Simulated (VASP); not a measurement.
# In2GaP3 (Cmmm) in VASP: further runs

Runs on In2GaP3. Level: PBE. Tasks: single point, relaxation of cell and atoms.

Everything below comes from runs of VASP 6.6.1. Logs are shortened: lines on timing, memory, paths and dates and some standing lists are left out, and cuts for length are marked.

## 1. The cell of the first run

The structure is orthorhombic, space group Cmmm (No. 65). Conventional cell: a = 3.510 Å, b = 19.092 Å, c = 3.803 Å, α = 90.00°, β = 90.00°, γ = 90.00°. Within 3.9 Å of In (site symmetry m2m) lie 8 P at 2.99 to 3.53 Å and 2 Ga at 3.18 Å and 4 In at 3.51 to 3.80 Å. Within 3.6 Å of Ga (site symmetry mmm) lie 4 P at 2.59 Å and 4 In at 3.18 Å and 2 Ga at 3.51 Å. P (site symmetry mmm) has 4 Ga at 2.59 Å and 4 In at 3.09 Å and 2 P at 3.51 Å within 3.6 Å. P (site symmetry m2m) has 2 P at 2.30 Å and 4 In at 2.99 Å within 3.0 Å.

The cell was generated, and may not be a known phase.

## 2. Single point, PBE

INCAR reads:

```
SYSTEM = In2GaP3
  PREC = Accurate
  ENCUT = 520
  EDIFF = 1E-6
  ISMEAR = 0
  SIGMA = 0.1
  LREAL = .FALSE.
  LASPH = .TRUE.
  NELM = 80
  ALGO = Normal
  ISIF = 2
  LWAVE = .FALSE.
  LCHARG = .FALSE.
  GGA = PE
  NBANDS = 36
```

KPOINTS reads:

```
Automatic mesh
0
G
  6 6 6
  0 0 0
```

POSCAR reads:

```
In2GaP3
1.0
    1.7550922672     -9.5457763835      0.0000000000
    1.7550922672      9.5457763835      0.0000000000
    0.0000000000      0.0000000000      3.8030791154
In Ga P
2 1 3
Direct
    0.1332524197      0.8667475803      0.5000000000
    0.8667475803      0.1332524197      0.5000000000
    0.0000000000      0.0000000000      0.0000000000
    0.5000000000      0.5000000000      0.5000000000
    0.2887563005      0.7112436995      0.0000000000
    0.7112436995      0.2887563005      0.0000000000
```

Potentials or basis: VASP PAW PBE potentials, release 64 (In_d, Ga_d, P).

The run is started by

```bash
> cat potpaw_PBE.64/In_d/POTCAR potpaw_PBE.64/Ga_d/POTCAR potpaw_PBE.64/P/POTCAR > POTCAR
> mpirun -np 1 vasp_std > vasp.out
```

OUTCAR:

```text
SYSTEM = In2GaP3
   PREC = Accurate
   ENCUT = 520
   EDIFF = 1E-6
   ISMEAR = 0
   LREAL = .FALSE.
   LASPH = .TRUE.
   NELM = 80
   ISIF = 2
   GGA = PE

 ion  position               nearest neighbor table
   1  0.133  0.867  0.500-   6 2.99   6 2.99   6 2.99   6 2.99   4 3.09   4 3.09   3 3.18   3 3.18

   2  0.867  0.133  0.500-   5 2.99   5 2.99   5 2.99   5 2.99   4 3.09   4 3.09   3 3.18   3 3.18

   3  0.000  0.000  0.000-   4 2.59   4 2.59   4 2.59   4 2.59   2 3.18   2 3.18   1 3.18   1 3.18

   4  0.500  0.500  0.500-   3 2.59   3 2.59   3 2.59   3 2.59   1 3.09   2 3.09   1 3.09   2 3.09

   5  0.289  0.711  0.000-   6 2.30   6 2.30   2 2.99   2 2.99   2 2.99   2 2.99
   6  0.711  0.289  0.000-   5 2.30   5 2.30   1 2.99   1 2.99   1 2.99   1 2.99

  LATTYP: Found a base centered orthorhombic cell.
 ALAT       =     3.5101845344
 B/A-ratio  =     5.4389028782
 C/A-ratio  =     1.0834413627

  Lattice vectors:

 A1 = (   1.7550922672,  -9.5457763835,   0.0000000000)
 A2 = (   1.7550922672,   9.5457763835,   0.0000000000)
 A3 = (   0.0000000000,   0.0000000000,   3.8030791154)

Analysis of symmetry for initial positions (statically):
=====================================================================
 Subroutine PRICEL returns:
 Original cell was already a primitive cell.

 Routine SETGRP: Setting up the symmetry group for a
 base centered orthorhombic supercell.

 Subroutine GETGRP returns: Found  8 space group operations
 (whereof  8 operations were pure point group operations)
 out of a pool of  8 trial point group operations.

The static configuration has the point symmetry D_2h.

Analysis of symmetry for dynamics (positions and initial velocities):
=====================================================================
 Subroutine PRICEL returns:
 Original cell was already a primitive cell.

 Routine SETGRP: Setting up the symmetry group for a
 base centered orthorhombic supercell.

 Subroutine GETGRP returns: Found  8 space group operations
 (whereof  8 operations were pure point group operations)
 out of a pool of  8 trial point group operations.

The dynamic configuration has the point symmetry D_2h.

 Subroutine INISYM returns: Found  8 space group operations
 (whereof  8 operations are pure point group operations),
 and found     1 'primitive' translations

----------------------------------------------------------------------------------------

                                     Primitive cell

  volume of cell :     127.4314

  direct lattice vectors                    reciprocal lattice vectors
     1.755092267 -9.545776383  0.000000000     0.284885307 -0.052379186  0.000000000
     1.755092267  9.545776383  0.000000000     0.284885307  0.052379186  0.000000000
     0.000000000  0.000000000  3.803079115     0.000000000  0.000000000  0.262944832

  length of vectors
     9.705781557  9.705781557  3.803079115     0.289660521  0.289660521  0.262944832

  position of ions in fractional coordinates (direct lattice)
     0.133252420  0.866747580  0.500000000
     0.866747580  0.133252420  0.500000000
     0.000000000  0.000000000  0.000000000
     0.500000000  0.500000000  0.500000000
     0.288756300  0.711243700  0.000000000
     0.711243700  0.288756300  0.000000000

  ion indices of the primitive-cell ions
   primitive index   ion index
                 1           1
                 2           2
                 3           3
                 4           4
                 5           5
                 6           6

----------------------------------------------------------------------------------------

 KPOINTS: Automatic mesh

Automatic generation of k-mesh.
 Grid dimensions read from file:
 generate k-points for:    6    6    6

 Generating k-lattice:

  Cartesian coordinates                     Fractional coordinates (reciprocal lattice)
     0.047480885 -0.008729864  0.000000000     0.166666667 -0.000000000  0.000000000
     0.047480885  0.008729864  0.000000000    -0.000000000  0.166666667  0.000000000
     0.000000000  0.000000000  0.043824139     0.000000000  0.000000000  0.166666667

  Length of vectors
     0.048276754  0.048276754  0.043824139

  Shift w.r.t. Gamma in fractional coordinates (k-lattice)
     0.000000000  0.000000000  0.000000000

 Subroutine IBZKPT returns following result:
 ===========================================

 Found     52 irreducible k-points:

 Following reciprocal coordinates:
            Coordinates               Weight
  0.000000  0.000000  0.000000      1.000000
  0.166667  0.000000  0.000000      4.000000
  0.333333  0.000000  0.000000      4.000000
  0.500000  0.000000  0.000000      2.000000
  0.166667  0.166667  0.000000      2.000000
  0.333333  0.166667  0.000000      4.000000
[... 16 lines left out ...]
  0.333333  0.333333  0.166667      4.000000
  0.500000  0.333333  0.166667      8.000000
 [... further k-points ...]
   k-points           NKPTS =     52   k-points in BZ     NKDIM =     52   number of bands    NBANDS=     36
   number of dos      NEDOS =    301   number of ions     NIONS =      6
   total plane-waves  NPLWV = 145152
   dimension x,y,z NGX =    72 NGY =   72 NGZ =   28
   dimension x,y,z NGXF=   144 NGYF=  144 NGZF=   56
   ions per type =               2   1   3
   NGX,Y,Z   is equivalent  to a cutoff of  12.33, 12.33, 12.24 a.u.
   NGXF,Y,Z  is equivalent  to a cutoff of  24.67, 24.67, 24.48 a.u.
 SYSTEM =  In2GaP3
   PREC   = accura    normal or accurate (medium, high low for compatibility)
   ISTART =      0    job   : 0-new  1-cont  2-samecut
   ICHARG =      2    charge: 1-file 2-atom 10-const
   ISPIN  =      1    spin polarized calculation?
   LNONCOLLINEAR =      F non collinear calculations
   LSORBIT =      F    spin-orbit coupling
   LASPH  =      T    aspherical Exc in radial PAW
   ENCUT  =  520.0 eV  38.22 Ry    6.18 a.u.  18.05 18.05  7.07*2*pi/ulx,y,z
   NELM   =     80;   NELMIN=  2; NELMDL= -5     # of ELM steps
   EDIFF  = 0.1E-05   stopping-criterion for ELM
   LREAL  =      F    real-space projection
   EDIFFG = 0.1E-04   stopping-criterion for IOM
   NSW    =      0    number of steps for IOM
   IBRION =     -1    ionic relax: 0-MD 1-quasi-New 2-CG
   NFREE  =      0    steps in history (QN), initial steepest desc. (CG)
   ISIF   =      2    stress and relaxation
   ISYM   =      2    0-nonsym 1-usesym 2-fastsym
   POTIM  = 0.5000    time-step for ionic-motion
   TEBEG  =    0.0;   TEEND  =   0.0 temperature during run
   PSTRESS=    0.0 pullay stress
   NELECT =      54.0000    total number of electrons
   NUPDOWN=      -1.0000    fix difference up-down
   EMIN   =  10.00;   EMAX   =-10.00  energy-range for DOS
   EFERMI =   0.00;   METHOD = LEGACY
   ISMEAR =     0;   SIGMA  =   0.10  broadening in eV -4-tet -1-fermi 0-gaus
   EFERMI_NEDOS =   21; number of points for ismear=-14 and -15
   IALGO  =     38    algorithm
   IMIX   =      4    mixing-type and parameters
     AMIX     =   0.40;   BMIX     =  1.00
     AMIX_MAG =   1.60;   BMIX_MAG =  1.00
  volume/ion in A,a.u.               =      21.24       143.32
  Fermi-wavevector in a.u.,A,eV,Ry     =   1.229647  2.323696 20.572451  1.512032
  Thomas-Fermi vector in A             =   2.364526
   LORBIT       =      0    0 simple, 1 ext, 2 COOP (PROOUT), +10 PAW based schemes
   GGA     = PE    functional components
   LHFCALC =     F    Hartree Fock is set to
   AEXX    =    0.0000 exact exchange contribution
   IVDW    =     0    specifies the selected vdW correction
   LEPSILON=     F    determine dielectric tensor
   LRPA    =     F    only Hartree local field effects (RPA)
 non-spin polarized calculation
 Gauss-broadening in eV      SIGMA  =   0.10
  energy-cutoff  :      520.00
  volume of cell :      127.43
 maximum number of plane-waves:      3462
   NGX = 37   NGY = 37   NGZ = 15

 number of electron      53.9999988 magnetization

 Free energy of the ion-electron system (eV)
  ---------------------------------------------------
  ext. energy  EPLUGINS =         0.00000000
  ---------------------------------------------------
  free energy    TOTEN  =       -23.44779487 eV

  energy without entropy =      -23.43814410  energy(sigma->0) =      -23.44296948

 E-fermi :   6.6945     XC(G=0): -10.2383

 val. band max:        6.6823109580   @ k =  -0.1667   0.1667   0.1667
 cond. band min:       6.7023827413   @ k =   0.5000   0.0000   0.0000
 fundamental gap:      0.0200717833
 Fermi energy:         6.6944844928

 k-point     1 :       0.0000    0.0000    0.0000
  band No.  band energies     occupation
      1      -8.3939      2.00000
      2      -8.2940      2.00000
      3      -8.2691      2.00000
      4      -8.2576      2.00000
      5      -8.2413      2.00000
      6      -7.8460      2.00000
[... 28 lines left out ...]
     35      12.0544      0.00000
     36      12.1148      0.00000

 k-point     2 :       0.1667    0.0000    0.0000
  band No.  band energies     occupation
      1      -8.3738      2.00000
      2      -8.2928      2.00000
      3      -8.2654      2.00000
      4      -8.2570      2.00000
      5      -8.2544      2.00000
      6      -7.8023      2.00000
[... 28 lines left out ...]
     35      12.0029      0.00000
     36      12.1995      0.00000

 k-point     3 :       0.3333    0.0000    0.0000
  band No.  band energies     occupation
      1      -8.3393      2.00000
      2      -8.2904      2.00000
      3      -8.2809      2.00000
      4      -8.2803      2.00000
      5      -8.2306      2.00000
      6      -7.8124      2.00000
[... 28 lines left out ...]
     35      10.9499      0.00000
     36      11.3761      0.00000
[... 742 lines left out ...]
 k-point    23 :       0.3333    0.3333    0.1667
  band No.  band energies     occupation
      1      -8.3347      2.00000
      2      -8.3015      2.00000
      3      -8.2941      2.00000
      4      -8.2794      2.00000
      5      -8.2218      2.00000
      6      -7.7987      2.00000
[... 28 lines left out ...]
     35      11.5174      0.00000
     36      12.2107      0.00000

 k-point    24 :       0.5000    0.3333    0.1667
  band No.  band energies     occupation
      1      -8.3607      2.00000
      2      -8.2977      2.00000
      3      -8.2676      2.00000
      4      -8.2644      2.00000
      5      -8.2465      2.00000
      6      -7.7942      2.00000
[... 28 lines left out ...]
     35      11.6052      0.00000
     36      11.9334      0.00000

 [... further k-points ...]

------------------------ aborting loop because EDIFF is reached ----------------------------------------

  FORCE on cell =-STRESS in cart. coord.  units (eV):
  Direction    XX          YY          ZZ          XY          YZ          ZX
  --------------------------------------------------------------------------------------
  -------------------------------------------------------------------------------------
  Total        0.0067163     -0.0930195      0.0305387     -0.0000000      0.0000000      0.0000000
  in kB        0.0844432     -1.1695213      0.3839593     -0.0000000      0.0000000      0.0000000
  external PRESSURE =      -0.2337063 kB  Pullay stress =       0.0000000 kB

 VOLUME and BASIS-vectors are now :
 -----------------------------------------------------------------------------
  energy-cutoff  :      520.00
  volume of cell :      127.43
      direct lattice vectors                 reciprocal lattice vectors
     1.755092267 -9.545776383  0.000000000     0.284885307 -0.052379186  0.000000000
     1.755092267  9.545776383  0.000000000     0.284885307  0.052379186  0.000000000
     0.000000000  0.000000000  3.803079115     0.000000000  0.000000000  0.262944832

 POSITION                                       TOTAL-FORCE (eV/Angst)
 -----------------------------------------------------------------------------------
      1.75509      7.00178      1.90154        -0.000000      0.004898     -0.000000
      1.75509     -7.00178      1.90154        -0.000000     -0.004898      0.000000
      0.00000      0.00000      0.00000         0.000000      0.000000      0.000000
      1.75509      0.00000      1.90154        -0.000000      0.000000      0.000000
      1.75509      4.03297      0.00000        -0.000000      0.016168      0.000000
      1.75509     -4.03297      0.00000        -0.000000     -0.016168      0.000000
 -----------------------------------------------------------------------------------
    total drift:                                0.000000      0.000000      0.000000

  FREE ENERGIE OF THE ION-ELECTRON SYSTEM (eV)
  ---------------------------------------------------
  free  energy   TOTEN  =       -23.4477948685 eV

  energy  without entropy=      -23.4381440995  energy(sigma->0) =      -23.44296948
```

It took 19 min on 1 thread of AMD EPYC 7R13, shared host; peak memory 0.48 GiB.

Results:

| Item | Value |
| --- | --- |
| Free energy | -23.4478 eV |
| Pressure | 0.0 GPa |
| Largest force | 0.016 eV/Å |
| Band gap on the k mesh | zero (bands 27 and 28 overlap by 2.16 eV) |

Forces on the atoms (eV/Å):
```
In   0.000  0.005  0.000
In   0.000 -0.005  0.000
Ga   0.000  0.000  0.000
P    0.000  0.000  0.000
P    0.000  0.016  0.000
P    0.000 -0.016  0.000
```

Levels at points of the mesh, in eV from the Fermi level:
| k point | band 25 | band 26 | band 27 | band 28 | band 29 | band 30 |
| --- | --- | --- | --- | --- | --- | --- |
| (0.00, 0.00, 0.00) | -1.35 | -0.91 | 0.18 | 0.46 | 1.69 | 1.98 |
| (0.50, 0.00, 0.00) | -0.47 | -0.45 | -0.36 | 0.01 | 1.97 | 2.49 |
| (0.50, 0.50, 0.00) | -1.70 | -1.31 | 0.61 | 0.75 | 0.79 | 1.84 |
| (0.00, 0.00, 0.50) | -1.57 | -1.47 | 0.04 | 1.06 | 2.81 | 2.92 |
| (0.50, 0.00, 0.50) | -3.94 | -2.61 | -2.25 | -1.00 | -0.62 | 0.52 |
| (0.50, 0.50, 0.50) | -0.02 | 0.04 | 0.13 | 0.90 | 1.28 | 2.92 |

Caveat: spin-orbit coupling is left out, which moves the levels of the heavy elements.

## 3. Relaxation of cell and atoms, PBE

This run uses another cell than the first one, of 22.48 Å³/atom.

INCAR reads:

```
SYSTEM = In2GaP3
PREC     = Accurate       ! precision mode
ENCUT    = 600            ! plane-wave cutoff, eV
EDIFF    = 1E-6           ! SCF threshold, eV
ISMEAR   = 0              ! smearing method
SIGMA    = 0.1            ! smearing width, eV
LREAL    = .False.        ! projectors in reciprocal space
LASPH    = .True.         ! aspherical terms in the spheres
NELM     = 60             ! most SCF steps
ALGO     = Normal         ! electronic algorithm
ISIF     = 3              ! what is computed and relaxed
LWAVE    = .False.        ! write WAVECAR
LCHARG   = .False.        ! write CHGCAR
GGA      = PE             ! functional
IBRION   = 2              ! ionic algorithm
NSW      = 90             ! ionic steps
EDIFFG   = -0.04          ! ionic threshold
```

KPOINTS reads:

```
regular mesh
0
Gamma
  4 4 4
  0 0 0
```

POSCAR reads:

```
In2GaP3
1.0
    2.1326958700     -7.1630764000      0.0000000000
    2.1326958700      7.1630764000      0.0000000000
    0.0000000000      0.0000000000      4.4137534900
In Ga P
2 1 3
Direct
    0.1250000000      0.8750000000      0.5000000000
    0.8750000000      0.1250000000      0.5000000000
    0.0000000000      0.0000000000      0.0000000000
    0.5000000000      0.5000000000      0.5000000000
    0.3150000000      0.6850000000      0.0000000000
    0.6850000000      0.3150000000      0.0000000000
```

Potentials or basis: VASP PAW PBE potentials, release 64 (In_d, Ga_d, P).

The run is started by

```bash
> cat potpaw_PBE.64/In_d/POTCAR potpaw_PBE.64/Ga_d/POTCAR potpaw_PBE.64/P/POTCAR > POTCAR
> mpirun -np 1 vasp_std > vasp.out
```

Run time: 64 min. Hardware: 1 thread of AMD EPYC 7R13, shared host; peak memory 0.4 GiB.

It converged, with:

| Quantity | Value |
| --- | --- |
| Free energy | -22.9535 eV |
| Relaxed volume | 22.08 Å³/atom |
| Relaxed cell | a = 8.341 Å, b = 8.341 Å, c = 5.158 Å, α = 90.00°, β = 90.00°, γ = 158.33° |
| Space group after relaxing (to 0.1 Å) | Cmmm (No. 65) |
| Energy gained by relaxing | 347.1 meV/atom |
| Ionic steps | 19 |
| Pressure after relaxing | 0.0 GPa |
| Largest force after relaxing | 0.039 eV/Å |
| Band gap on the k mesh | zero (bands 27 and 28 overlap by 2.50 eV) |

Forces on the atoms (eV/Å):
```
In   0.000  0.006  0.000
In   0.000 -0.006  0.000
Ga   0.000  0.000  0.000
P    0.000  0.000  0.000
P    0.000  0.039  0.000
P    0.000 -0.039  0.000
```

Stress tensor (GPa, compression positive):
```
-0.08  0.00  0.00
 0.00 -0.04  0.00
 0.00  0.00  0.10
```

The path:
```tsv
step	energy change (eV)	largest force (eV/Å)	pressure (GPa)	volume (Å³)
1	0.0000	1.3651	-3.01	134.85
2	-0.8291	1.4020	-0.79	126.54
3	-1.3070	0.9601	3.58	117.75
4	-1.3178	0.8539	6.29	113.97
5	-1.6155	0.6702	1.73	123.06
6	-1.6368	0.8255	1.51	124.82
7	-1.6845	1.1544	1.09	128.34
8	-1.6419	2.0389	0.48	135.37
9	-1.6920	1.4628	0.82	130.91
10	-1.8208	0.6091	-2.67	139.69
11	-1.8663	0.4342	-1.83	136.89
12	-1.8673	0.4161	-1.59	136.36
13	-1.9834	0.4626	-0.18	131.74
14	-1.9947	0.3750	0.96	129.19
15	-1.9978	0.4072	0.57	129.97
16	-2.0623	0.1411	0.99	129.64
17	-2.0639	0.1424	1.10	129.56
18	-2.0794	0.0068	-0.47	133.76
19	-2.0829	0.0385	-0.01	132.47
```

Final structure:
```
In Ga P
1.0
     1.56762   -8.19193    0.00000
     1.56762    8.19193    0.00000
     0.00000    0.00000    5.15757
In Ga P
2 1 3
Cartesian
  1.5676 5.7803 2.5788
  1.5676 -5.7803 2.5788
  0.0000 0.0000 0.0000
  1.5676 0.0000 2.5788
  1.5676 3.3251 0.0000
  1.5676 -3.3251 0.0000
```

Levels at points of the mesh, in eV from the Fermi level:
| k point | band 25 | band 26 | band 27 | band 28 | band 29 | band 30 |
| --- | --- | --- | --- | --- | --- | --- |
| (0.00, 0.00, 0.00) | -1.88 | -1.86 | -0.48 | 1.33 | 1.54 | 1.59 |
| (0.50, 0.00, 0.00) | -1.79 | -1.71 | -0.97 | -0.72 | -0.48 | 0.32 |
| (0.50, 0.50, 0.00) | -2.30 | -2.03 | -1.14 | 1.57 | 2.28 | 2.52 |
| (0.00, 0.00, 0.50) | -1.28 | -0.35 | 0.84 | 1.75 | 1.83 | 2.73 |
| (0.50, 0.00, 0.50) | -2.92 | -2.17 | -2.03 | -0.12 | 0.25 | 1.34 |
| (0.50, 0.50, 0.50) | 0.27 | 0.89 | 1.53 | 1.73 | 2.11 | 2.25 |

Caveat: the k points lie up to 0.51 Å⁻¹ apart in the final cell, too coarse for converged energies and pressures of a metal; a cell axis changed by over 15 % at a fixed basis, so the end point is rough; spin-orbit coupling is left out, which moves the levels of the heavy elements.

[end of part 1 of 2]

The gap in the log of VASP goes by the Fermi energy; the results here count the filled bands.